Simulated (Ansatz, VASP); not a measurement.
**SiB2: VASP beside Ansatz**

```xyz
6
Lattice="4.8365 0.0000 0.0000 -2.4182 4.1885 0.0000 0.0000 0.0000 2.7972" Properties=species:S:1:pos:R:3 pbc="T T T"
Si    2.4182    1.3962    1.3986
Si    0.0000    2.7923    1.3986
B     0.5456    0.9450    0.0000
B    -1.8727    3.2435    0.0000
B     3.7453    0.0000    0.0000
B     0.0000    0.0000    1.3986
```

Change from the starting cell: species swapped into the Mg2Cd type (P-62m, No. 189).

Alike in both runs: functional PBE; k mesh 6 × 6 × 6; occupations gaussian, width 0.1 eV; no spin polarisation.

Ansatz relaxed the structure, and its values are those at the end. VASP's run is a single point on that final structure, the one shown.

|  | VASP | Ansatz |
| --- | --- | --- |
| version | VASP 6.6.1 | Ansatz 0.2.0 |
| potentials or method | VASP PAW PBE potentials, release 64 (Si, B), cutoff 520 eV | scalar-relativistic, plane waves, PAW |
| valence electrons in the cell | 20 | 20 |

|  | VASP | Ansatz | Ansatz less VASP |
| --- | --- | --- | --- |
| gap on the k mesh at the Fermi level (eV) | none | none | - |
| pressure (GPa) | 0.1 | 0.1 | 0.00 |

A gap of «none» marks a metal or a gap that the smearing closes. The functional is the same, so the differences come from potentials, cutoffs and numerics.

The k mesh is coarse, so the values compare programs but aren't converged.
